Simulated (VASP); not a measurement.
## Na: single point with PBE

The system is Na.

```
Na
1.0
    -2.12453    2.12453    2.12453
     2.12453   -2.12453    2.12453
     2.12453    2.12453   -2.12453
Na
1
Cartesian
  0.0000 0.0000 0.0000
```

```json
{"Program": "VASP 6.6.1", "Task": "single point", "Functional": "PBE", "Potentials or basis": "VASP PAW PBE potentials, release 64 (Na_pv)", "Cutoff": "520 eV", "k mesh": "12 × 12 × 12", "Occupations": "fermi-dirac, width 0.05 eV", "Spin": "no spin polarisation", "Dipole correction": "no", "Further INCAR settings": "ALGO = Normal; EDIFF = 1e-06; NBANDS = 10"}
```

```json
{"Pressure": "-0.3 GPa", "Band gap on the k mesh": "zero (an odd number of electrons rules out a gap without spin polarisation)"}
```

Levels at points of the mesh, in eV from the Fermi level:
| k point | band 1 | band 2 | band 3 | band 4 | band 5 | band 6 | band 7 | band 8 |
| --- | --- | --- | --- | --- | --- | --- | --- | --- |
| (0.00, 0.00, 0.00) | -24.89 | -24.89 | -24.89 | -3.17 | 11.55 | 11.55 | 11.55 | 12.53 |
| (0.50, 0.00, 0.00) | -24.93 | -24.90 | -24.89 | 0.78 | 1.22 | 8.10 | 8.96 | 9.10 |
| (0.50, 0.50, 0.50) | -24.92 | -24.92 | -24.92 | 4.50 | 4.50 | 4.82 | 4.82 | 4.82 |

Wall time 16 s on 1 thread of AMD EPYC 7R43 64-Core Processor (Zen 3), on a shared host, peak memory 0.12 GiB.
